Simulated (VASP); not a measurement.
Wanted: the native input for a VASP 6.6.1 run.

* Task: single point
* Functional: LDA
* Potentials or basis: VASP PAW LDA potentials, release 64 (Sn_d)
* Cutoff: 520 eV
* k mesh: 10 × 10 × 10
* Occupations: fermi-dirac, width 0.05 eV
* Spin: no spin polarisation
* Dipole correction: no
* Further INCAR settings: ALGO = Fast; EDIFF = 1e-07; NBANDS = 13

The structure of Sn lies in POSCAR:

```
Sn
1.0
   -2.0291894110      2.0291894110      1.6607599896
    2.0291894110     -2.0291894110      1.6607599896
    2.0291894110      2.0291894110     -1.6607599896
Sn
1
Direct
    0.0000000000      0.0000000000      0.0000000000
```

The input as run:

INCAR

```
PREC     = Accurate       # precision mode
ENCUT    = 520            # plane-wave cutoff, eV
EDIFF    = 1E-7           # SCF threshold, eV
ISMEAR   = -1             # smearing method
SIGMA    = 0.05           # smearing width, eV
LREAL    = False          # projectors in reciprocal space
LASPH    = True           # aspherical terms in the spheres
NELM     = 100            # most SCF steps
ALGO     = Fast           # electronic algorithm
ISIF     = 2              # what is computed and relaxed
LWAVE    = False          # write WAVECAR
LCHARG   = True           # write CHGCAR
LELF     = True           # ELF
LVHAR    = True         
NBANDS   = 13             # bands
```

KPOINTS

```
regular mesh
0
Gamma
  10 10 10
```

Potentials or basis: VASP PAW LDA potentials, release 64 (Sn_d).

Run with:

```sh
$ cat potpaw_LDA.64/Sn_d/POTCAR > POTCAR
$ mpirun -np 1 vasp_std > vasp.out
```

It gave:

The pressure is -3.2 GPa and the band gap on the k mesh is zero (band 7 reaches 14.38 eV, above the bottom of band 8 at 5.71 eV).

Caveat: spin-orbit coupling is left out, which moves the levels of the heavy elements.

Run time: 25 s on 1 thread of Intel(R) Xeon(R) Platinum 8559C (Emerald Rapids), with other jobs on the host, peak memory 0.16 GiB.
